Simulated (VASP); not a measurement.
Wanted: the native input for a VASP 6.6.1 run.

```yaml
Task: single point
Functional: PBE
Potentials_or_basis: VASP PAW PBE potentials, release 64 (Se)
Cutoff: 520 eV
k_mesh: 20 × 20 × 14
Occupations: gaussian, width 0.1 eV
Spin: no spin polarisation
Dipole_correction: no
Further_INCAR_settings: ALGO = Normal; EDIFF = 1e-06; NBANDS = 9
```

The structure of Se lies in POSCAR:

```
Se
1.0
    2.6349659243      0.0000000000      0.0000000000
    0.0000000000      2.6349659243      0.0000000000
    0.0000000000      0.0000000000      4.3548741541
Se
1
Direct
    0.5000000000      0.5000000000      0.0000000000
```

These files were run (other wordings do the same):

INCAR

```
SYSTEM = Se
ALGO = Normal ; EDIFF = 1E-6
ENCUT = 520 ; GGA = PE
ISIF = 2 ; ISMEAR = 0
LASPH = .TRUE. ; LCHARG = .TRUE.
LELF = .TRUE. ; LREAL = .FALSE.
LVHAR = .TRUE. ; LWAVE = .FALSE.
NBANDS = 9 ; NELM = 100
PREC = Accurate ; SIGMA = 0.1
```

KPOINTS

```
k-points
0
G
  20 20 14
  0 0 0
```

Potentials or basis: VASP PAW PBE potentials, release 64 (Se).

Run with:

```bash
$ cat potpaw_PBE.64/Se/POTCAR > POTCAR
$ mpirun -np 1 vasp_std > vasp.out
```

It gave:

* Pressure: 0.0 GPa
* Band gap on the k mesh: zero (band 3 reaches 5.60 eV, above the bottom of band 4 at 0.32 eV)

Wall time 32 s on 1 thread of AMD EPYC 9R45 96-Core Processor (Zen 5), with other jobs on the host, peak memory 0.22 GiB.
